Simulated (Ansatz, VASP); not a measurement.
Two plane-wave programs on ScAl

File INCAR:

```
PREC = Accurate ; ENCUT = 600
EDIFF = 1E-6 ; ISMEAR = -1
SIGMA = 0.1 ; LREAL = F
LASPH = T ; NELM = 100
ALGO = Normal ; ISIF = 3
LWAVE = F ; LCHARG = F
GGA = PS ; IBRION = 2
NSW = 100 ; EDIFFG = -0.002
```

The input KPOINTS:

```
Automatic mesh
0
Gamma
  14 14 14
```

The input POSCAR:

```
ScAl
1.0
    3.3703489700      0.0000000000      0.0000000000
    0.0000000000      3.3703489700      0.0000000000
    0.0000000000      0.0000000000      3.3703489700
Sc Al
1 1
Direct
    0.5000000000      0.5000000000      0.5000000000
    0.0000000000      0.0000000000      0.0000000000
```

Input for Ansatz:

```yaml
crystal:
  lattice:
    - [3.37034897, 0.0, 0.0]
    - [0.0, 3.37034897, 0.0]
    - [0.0, 0.0, 3.37034897]
  atoms:
    - { symbol: Sc, position: [0.5, 0.5, 0.5] }
    - { symbol: Al, position: [0.0, 0.0, 0.0] }
kpoints:
  mp_grid: { grid: [14, 14, 14] }
scf:
  occupations: { method: fermi_dirac, width: 0.1 }
hamiltonian:
  xc: pbesol
  pseudopotentials: { kind: paw }
relax:
  f_tol: 0.002
  max_steps: 80
  cell: {}
output:
  forces: true
  stress: true
  write_density: true
  write_potential: true
  elf: true
  volumetric_format: npy
```

Alike in both runs: task relaxation of cell and atoms; functional PBEsol; k mesh 14 × 14 × 14; occupations fermi-dirac, width 0.1 eV; no spin polarisation.

```csv
,VASP,Ansatz
version,VASP 6.6.1,Ansatz 0.2.0
potentials or method,"VASP PAW PBE potentials, release 64 (Sc_sv, Al)","PAW with Ansatz's default frozen-core files, scalar-relativistic"
plane-wave cutoff (eV),600,420
valence electrons in the cell,14,14
```

|  | VASP | Ansatz | Ansatz less VASP |
| --- | --- | --- | --- |
| relaxed volume (Å³/atom) | 18.76 | 18.74 | -0.027 |
| relaxed cell length with the largest relative difference (Å) | 3.348 | 3.346 | -0.0016 |

VASP's potentials were made for PBE, not for PBEsol.
